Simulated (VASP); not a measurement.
Write the native input for VASP 6.6.1 that does the following.

```yaml
Task: single point
Functional: LDA
Potentials_or_basis: VASP PAW LDA potentials, release 64 (Y_sv, I)
Cutoff: 520 eV
k_mesh: 7 × 7 × 3
Occupations: fermi-dirac, width 0.05 eV
Spin: collinear spin
Starting_moments: "[0.6, 0.6, 0.0, 0.0] μB"
Dipole_correction: no
Further_INCAR_settings: ALGO = Normal; EDIFF = 1e-07; NBANDS = 30
```

The structure of YI lies in POSCAR:

```
YI
1.0
    3.7027523489      0.0000000000      0.0000000000
   -1.8513761744      3.2066775980      0.0000000000
    0.0000000000      0.0000000000     10.3702805396
Y I
2 2
Direct
    0.6666666667      0.3333333333      0.6267270000
    0.3333333333      0.6666666667      0.3732730000
    0.3333333333      0.6666666667      0.8199750000
    0.6666666667      0.3333333333      0.1800250000
```

These files were run (other wordings do the same):

INCAR

```
  ALGO = Normal
  EDIFF = 1E-7
  ENCUT = 520
  GGA = CA
  ISIF = 2
  ISMEAR = -1
  ISPIN = 2
  LASPH = T
  LCHARG = F
  LMAXMIX = 4
  LORBIT = 11
  LREAL = F
  LWAVE = F
  MAGMOM = 0.6 0.6 0 0
  NBANDS = 30
  NELM = 150
  PREC = Accurate
  SIGMA = 0.05
```

KPOINTS

```
k-points
0
Gamma
  7 7 3
```

Potentials or basis: VASP PAW LDA potentials, release 64 (Y_sv, I).

Command:

```bash
$ cat potpaw_LDA.64/Y_sv/POTCAR potpaw_LDA.64/I/POTCAR > POTCAR
$ mpirun -np 1 vasp_std > vasp.out
```

Results of the run:

```
Pressure                                              : 5.7 GPa
Largest force                                         : 1.048 eV/Å
Band gap on the k mesh                                : zero (filled and empty bands overlap)
Net moment                                            : 0.00 μB per cell
Valence electrons inside the program's atomic spheres : Y 9.72; I 4.39
```

Caveat: the cell stands under pressure; spin-orbit coupling is left out, which moves the levels of the heavy elements; forces of over 1 eV/Å act on the atoms, so gaps and moduli don't describe the material at rest.

Wall time 80 s on 1 thread of Intel(R) Xeon(R) 6975P-C (Granite Rapids), with other jobs on the host, peak memory 0.28 GiB.
